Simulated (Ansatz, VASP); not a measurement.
## Be in VASP and in Ansatz

```
Be
1.0
    -1.26142    1.26142    1.26142
     1.26142   -1.26142    1.26142
     1.26142    1.26142   -1.26142
Be
1
Direct
  0.00000 0.00000 0.00000
```

Change from the starting cell: volume scaled by 1.02.

Alike in both runs: task single point; functional PBE; k mesh 15 × 15 × 15; occupations fermi-dirac, width 0.05 eV; no spin polarisation.

|  | VASP | Ansatz |
| --- | --- | --- |
| version | VASP 6.6.1 | Ansatz 0.2.0 |
| potentials or method | VASP PAW PBE potentials, release 64 (Be), cutoff 520 eV | all-electron LAPW, scalar-relativistic |

VASP gave:

| Quantity | Value |
| --- | --- |
| gap on the k mesh at the Fermi level (eV) | none |
| pressure (GPa) | -3.0 |

Q: Estimate Ansatz's values.

A: gap on the k mesh at the Fermi level (eV): none; pressure (GPa): -3.2.

A gap of «none» marks a metal or a gap that the smearing closes. Ansatz ran all-electron here, and VASP with PAW potentials.
